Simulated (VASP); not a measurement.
# CaSe in VASP: a series of runs, part 2 of 2

VASP 6.6.1. Earlier steps stand in the parts before.

### Step 5. Single point, r2SCAN (biaxial xy strain -1.1%)

POSCAR

```
CaSe
1.0
    0.0000000000      2.9337007528      2.9675306017
    2.9337007528      0.0000000000      2.9675306017
    2.9337007528      2.9337007528      0.0000000000
Ca Se
1 1
Direct
    0.0000000000      0.0000000000      0.0000000000
    0.5000000000      0.5000000000      0.5000000000
```

INCAR.step1

```
ALGO = Normal
EDIFF = 1E-4
ENCUT = 520
GGA = PE
ISMEAR = 0
LASPH = T
LCHARG = F
LREAL = F
LWAVE = T
NBANDS = 15
NELM = 60
PREC = Accurate
SIGMA = 0.01
```

INCAR.step2

```
ALGO = Normal
EDIFF = 1E-6
ENCUT = 520
ISIF = 2
ISMEAR = 0
ISTART = 1
LASPH = T
LCHARG = F
LMIXTAU = T
LREAL = F
LWAVE = F
METAGGA = R2SCAN
NBANDS = 15
NELM = 60
PREC = Accurate
SIGMA = 0.01
```

KPOINTS

```
k-points
0
Gamma
  8 8 8
```

Potentials or basis: VASP PAW PBE potentials, release 64 (Ca_sv, Se).

Command:

```bash
cat potpaw_PBE.64/Ca_sv/POTCAR potpaw_PBE.64/Se/POTCAR > POTCAR
cp INCAR.step1 INCAR
mpirun -np 1 vasp_std > vasp.out
cp INCAR.step2 INCAR
mpirun -np 1 vasp_std > vasp.out
```

OUTCAR:

```text
EDIFF = 1E-6
   ENCUT = 520
   ISIF = 2
   ISMEAR = 0
   ISTART = 1
   LASPH = T
   LREAL = F
   METAGGA = R2SCAN
   NELM = 60
   PREC = Accurate

 ion  position               nearest neighbor table
   1  0.000  0.000  0.000-   2 2.93   2 2.93   2 2.93   2 2.93   2 2.97   2 2.97
   2  0.500  0.500  0.500-   1 2.93   1 2.93   1 2.93   1 2.93   1 2.97   1 2.97

  LATTYP: Found a body centered tetragonal cell.
 ALAT       =     4.1488793926
 C/A-ratio  =     1.4305215076

  Lattice vectors:

 A1 = (  -2.9337007528,   0.0000000000,   2.9675306017)
 A2 = (   2.9337007528,   0.0000000000,   2.9675306017)
 A3 = (   0.0000000000,   2.9337007528,  -2.9675306017)

Analysis of symmetry for initial positions (statically):
=====================================================================
 Subroutine PRICEL returns:
 Original cell was already a primitive cell.

 Routine SETGRP: Setting up the symmetry group for a
 body centered tetragonal supercell.

 Subroutine GETGRP returns: Found 16 space group operations
 (whereof 16 operations were pure point group operations)
 out of a pool of 16 trial point group operations.

The static configuration has the point symmetry D_4h.

Analysis of symmetry for dynamics (positions and initial velocities):
=====================================================================
 Subroutine PRICEL returns:
 Original cell was already a primitive cell.

 Routine SETGRP: Setting up the symmetry group for a
 body centered tetragonal supercell.

 Subroutine GETGRP returns: Found 16 space group operations
 (whereof 16 operations were pure point group operations)
 out of a pool of 16 trial point group operations.

The dynamic configuration has the point symmetry D_4h.

 Subroutine INISYM returns: Found 16 space group operations
 (whereof 16 operations are pure point group operations),
 and found     1 'primitive' translations

----------------------------------------------------------------------------------------

                                     Primitive cell

  volume of cell :      51.0807

[... 119 lines left out ...]
 non-spin polarized calculation
 Gauss-broadening in eV      SIGMA  =   0.01
  energy-cutoff  :      520.00
  volume of cell :       51.08
 maximum number of plane-waves:      1399
   NGX = 15   NGY = 15   NGZ = 15

 number of electron      15.9999999 magnetization

 Free energy of the ion-electron system (eV)
  ---------------------------------------------------
  ext. energy  EPLUGINS =         0.00000000
  ---------------------------------------------------
  free energy    TOTEN  =       -25.97098135 eV

  energy without entropy =      -25.97098135  energy(sigma->0) =      -25.97098135

 E-fermi :   2.4365     XC(G=0):  -9.6381

 val. band max:        2.2759619586   @ k =   0.0000   0.0000   0.0000
 cond. band min:       4.7326431714   @ k =   0.5000   0.0000   0.5000
 fundamental gap:      2.4566812128
 Fermi energy:         2.4365368281

 k-point     1 :       0.0000    0.0000    0.0000
  band No.  band energies     occupation
      1     -38.9818      2.00000
      2     -19.0980      2.00000
      3     -19.0948      2.00000
      4     -19.0948      2.00000
      5      -9.9679      2.00000
      6       2.2682      2.00000
      7       2.2760      2.00000
      8       2.2760      2.00000
      9       6.4434      0.00000
     10       6.4750      0.00000
     11       6.5213      0.00000
     12       6.5213      0.00000
     13       7.1000      0.00000
     14       7.1259      0.00000
[... 401 lines left out ...]
      2     -19.1857      2.00000
      3     -19.1099      2.00000
      4     -19.1057      2.00000
      5      -9.4022      2.00000
      6      -0.3847      2.00000
      7       1.1221      2.00000
      8       1.3238      2.00000
      9       6.4839      0.00000
     10       7.9611      0.00000
     11       8.1025      0.00000
     12       8.7547      0.00000
     13       8.8562      0.00000
     14      10.3064      0.00000
     15      11.7654      0.00000

 [... further k-points ...]

------------------------ aborting loop because EDIFF is reached ----------------------------------------

  FORCE on cell =-STRESS in cart. coord.  units (eV):
  Direction    XX          YY          ZZ          XY          YZ          ZX
  --------------------------------------------------------------------------------------
  -------------------------------------------------------------------------------------
  Total        0.6241140      0.6241140      0.2280378      0.0000000      0.0000000      0.0000000
  in kB       19.5757165     19.5757165      7.1525462      0.0000000      0.0000000      0.0000000
  external PRESSURE =      15.4346597 kB  Pullay stress =       0.0000000 kB

 VOLUME and BASIS-vectors are now :
 -----------------------------------------------------------------------------
  energy-cutoff  :      520.00
  volume of cell :       51.08
      direct lattice vectors                 reciprocal lattice vectors
     0.000000000  2.933700753  2.967530602    -0.170433198  0.170433198  0.168490259
     2.933700753  0.000000000  2.967530602     0.170433198 -0.170433198  0.168490259
     2.933700753  2.933700753  0.000000000     0.170433198  0.170433198 -0.168490259

 POSITION                                       TOTAL-FORCE (eV/Angst)
 -----------------------------------------------------------------------------------
      0.00000      0.00000      0.00000        -0.000000      0.000000     -0.000000
      2.93370      2.93370      2.96753         0.000000     -0.000000      0.000000
 -----------------------------------------------------------------------------------
    total drift:                                0.000000     -0.000000     -0.000000

  FREE ENERGIE OF THE ION-ELECTRON SYSTEM (eV)
  ---------------------------------------------------
  free  energy   TOTEN  =       -25.9709813490 eV

  energy  without entropy=      -25.9709813490  energy(sigma->0) =      -25.97098135
```

OSZICAR.step1:

```text
N       E                     dE             d eps       ncg     rms          rms(c)
DAV:   1     0.109991159182E+03    0.10999E+03   -0.75569E+03  1770   0.992E+02
DAV:   2    -0.498311479511E+01   -0.11497E+03   -0.10943E+03  2155   0.247E+02
DAV:   3    -0.940634214074E+01   -0.44232E+01   -0.43820E+01  2506   0.462E+01
DAV:   4    -0.961106932091E+01   -0.20473E+00   -0.20463E+00  2371   0.830E+00
DAV:   5    -0.961251591628E+01   -0.14466E-02   -0.14465E-02  2391   0.752E-01    0.425E+00
DAV:   6    -0.947707122442E+01    0.13544E+00   -0.17617E-01  2071   0.224E+00    0.253E+00
DAV:   7    -0.946862215479E+01    0.84491E-02   -0.96682E-02  2276   0.199E+00    0.803E-01
DAV:   8    -0.947228965948E+01   -0.36675E-02   -0.11258E-02  1868   0.813E-01    0.116E-01
DAV:   9    -0.947238021198E+01   -0.90552E-04   -0.59348E-04  2304   0.252E-01
   1 F= -.94723802E+01 E0= -.94723802E+01  d E =-.440801E-72
```

Wall time 1.8 min (1 thread of AMD EPYC 7R13 (Zen 3), shared host); peak memory 0.18 GiB.

Results:

```
Free energy            : -25.9710 eV
Pressure               : 1.5 GPa
Band gap on the k mesh : 2.46 eV (least direct gap 3.40 eV)
```

Stress tensor (GPa, compression positive):
```
1.96 0.00 0.00
0.00 1.96 0.00
0.00 0.00 0.72
```

Levels at points of the mesh, in eV from the valence-band top:
```tsv
k point	band 6	band 7	band 8	band 9	band 10	band 11
(0.00, 0.00, 0.00)	-0.01	0.00	0.00	4.17	4.20	4.25
(0.50, 0.00, 0.00)	-3.33	-1.22	-1.22	5.14	6.13	6.14
(0.50, 0.50, 0.00)	-2.61	-0.93	-0.93	2.46	5.62	5.88
(0.50, 0.00, 0.50)	-2.57	-0.99	-0.97	2.46	5.64	5.87
```

Caveat: the cell differs from its parent crystal (biaxial xy strain -1.1%); the PAW data sets were made with another functional, which shifts forces and pressure a little.

### Step 6. The runs side by side

```csv
level,cell,smearing,gap on the mesh (eV),pressure (GPa)
PBE,"a = 4.216 Å, angles 60.0°, 2 atoms",fermi-dirac 0.02 eV,2.08,0.1
r2SCAN,"a = 4.216 Å, angles 60.0°, 2 atoms",gaussian 0.01 eV,2.55,-0.5
PBE,"a = 4.173, b = 4.173, c = 4.149 Å, angles 60.2, 60.2, 59.6°, 2 atoms",fermi-dirac 0.02 eV,1.99,2.0
r2SCAN,"a = 4.173, b = 4.173, c = 4.149 Å, angles 60.2, 60.2, 59.6°, 2 atoms",gaussian 0.01 eV,2.46,1.5
```

Alike in all rows: task single point; potentials or basis VASP PAW PBE potentials, release 64 (Ca_sv, Se); no spin polarisation; k mesh 8 × 8 × 8; cutoff (eV) 520.

Caveats: the PAW data sets were made with another functional, which shifts forces and pressure a little (at least some runs).

Total energies depend on the potentials used, so only differences within one code and one set of settings carry meaning.
